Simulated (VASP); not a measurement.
A run of VASP 6.6.1 is set up as follows.

INCAR

```
SYSTEM = ZrCu
PREC = Accurate
ENCUT = 520
EDIFF = 1E-7
ISMEAR = 0
SIGMA = 0.15
LREAL = .FALSE.
LASPH = .TRUE.
NELM = 80
ALGO = Fast
ISIF = 2
LWAVE = .FALSE.
LCHARG = .TRUE.
GGA = PS
LELF = .TRUE.
LVHAR = .TRUE.
NBANDS = 18
```

File KPOINTS:

```
regular mesh
0
G
  14 14 14
  0 0 0
```

Contents of POSCAR:

```
ZrCu
1.0
    3.2526642500      0.0000000000      0.0000000000
    0.0000000000      3.2526642500      0.0000000000
    0.0000000000      0.0000000000      3.2526642500
Zr Cu
1 1
Direct
    0.5000000000      0.5000000000      0.5000000000
    0.0000000000      0.0807030729      0.0000000000
```

Potentials or basis: VASP PAW PBE potentials, release 64 (Zr_sv, Cu).

Run with:

```bash
$ cat potpaw_PBE.64/Zr_sv/POTCAR potpaw_PBE.64/Cu/POTCAR > POTCAR
$ mpirun -np 1 vasp_std > vasp.out
```

Q: Estimate the pressure.

A: -0.8 GPa.

Q: What does it give for the largest force?

A: 0.841 eV/Å.

Stress tensor (GPa, compression positive):
```
-0.58  0.00  0.00
 0.00 -1.23  0.00
 0.00  0.00 -0.58
```

Caveat: the cell differs from its parent crystal (all Cu atoms moved +0.263 Å, as atom 2 along Cartesian [0 1 0]); the PAW data sets were made with another functional, which shifts forces and pressure a little.
